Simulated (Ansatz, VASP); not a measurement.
# NaCl in VASP and in Ansatz

POSCAR

```
NaCl
1.0
    3.4137645164     -0.0457813233     -0.0457813233
   -0.0457813233      3.4137645164     -0.0457813233
   -0.0457813233     -0.0457813233      3.4137645164
Na Cl
1 1
Direct
    0.0000000000      0.0000000000      0.0000000000
    0.5000000000      0.5000000000      0.5000000000
```

INCAR.step1

```
PREC     = Accurate       # precision mode
ENCUT    = 520            # plane-wave cutoff, eV
EDIFF    = 1E-5           # SCF threshold, eV
ISMEAR   = 0              # smearing method
SIGMA    = 0.01           # smearing width, eV
LREAL    = F              # projectors in reciprocal space
LASPH    = T              # aspherical terms in the spheres
NELM     = 80             # most SCF steps
ALGO     = Normal         # electronic algorithm
ISIF     = 2              # what is computed and relaxed
LWAVE    = T              # write WAVECAR
LCHARG   = F              # write CHGCAR
NBANDS   = 14             # bands
GGA      = PE             # functional
```

File INCAR.step2:

```
PREC     = Accurate       # precision mode
ENCUT    = 520            # plane-wave cutoff, eV
EDIFF    = 1E-7           # SCF threshold, eV
ISMEAR   = 0              # smearing method
SIGMA    = 0.01           # smearing width, eV
LREAL    = F              # projectors in reciprocal space
LASPH    = T              # aspherical terms in the spheres
NELM     = 80             # most SCF steps
ALGO     = Normal         # electronic algorithm
ISIF     = 2              # what is computed and relaxed
LWAVE    = F              # write WAVECAR
LCHARG   = F              # write CHGCAR
GGA      = PE             # functional
LHFCALC  = T              # exact exchange
HFSCREEN = 0.2079         # screening, 1/A
PRECFOCK = Normal       
NBANDS   = 14             # bands
ISTART   = 1
```

KPOINTS

```
regular mesh
0
Gamma
  6 6 6
```

Input for Ansatz:

```yaml
crystal:
  lattice:
    - [3.4137645164, -0.0457813233, -0.0457813233]
    - [-0.0457813233, 3.4137645164, -0.0457813233]
    - [-0.0457813233, -0.0457813233, 3.4137645164]
  atoms:
    - { symbol: Na, position: [0.0, 0.0, 0.0] }
    - { symbol: Cl, position: [0.5, 0.5, 0.5] }
kpoints:
  mp_grid: { grid: [6, 6, 6] }
  band_path:
    path:
      - [0.0, 0.0, 0.0]
      - [0.0, 0.5, 0.0]
      - [0.5, 0.5, 0.0]
      - [0.5, 0.5, 0.5]
      - [0.0, 0.5, 0.5]
    npoints: 1
hamiltonian:
  xc: hse06
scf:
  occupations: { method: fixed }
  n_extra_bands: 4
output:
  forces: true
  stress: true
  eigenvalues: true
```

Change from the starting cell: shear_111 strain -4.0%.

Alike in both runs: task single point; functional HSE06; k mesh 6 × 6 × 6; no spin polarisation.

```csv
,VASP,Ansatz
version,VASP 6.6.1,Ansatz 0.2.0
potentials or method,"VASP PAW PBE potentials, release 64 (Na_pv, Cl)","plane waves, PAW"
plane-wave cutoff (eV),520,420
occupations,"gaussian, width 0.01 eV",fixed
valence electrons in the cell,14,16
```

```tsv
	VASP	Ansatz	Ansatz less VASP
gap on the k mesh at the Fermi level (eV)	5.59	5.60	+0.010
pressure (GPa)	1.9	1.9	0.00
```

VASP's potentials hold 14 valence electrons a cell and Ansatz's 16, so a difference there can come from the potentials and not from the codes. Ansatz's warnings: stress exchange threshold loose, stress scf threshold loose.
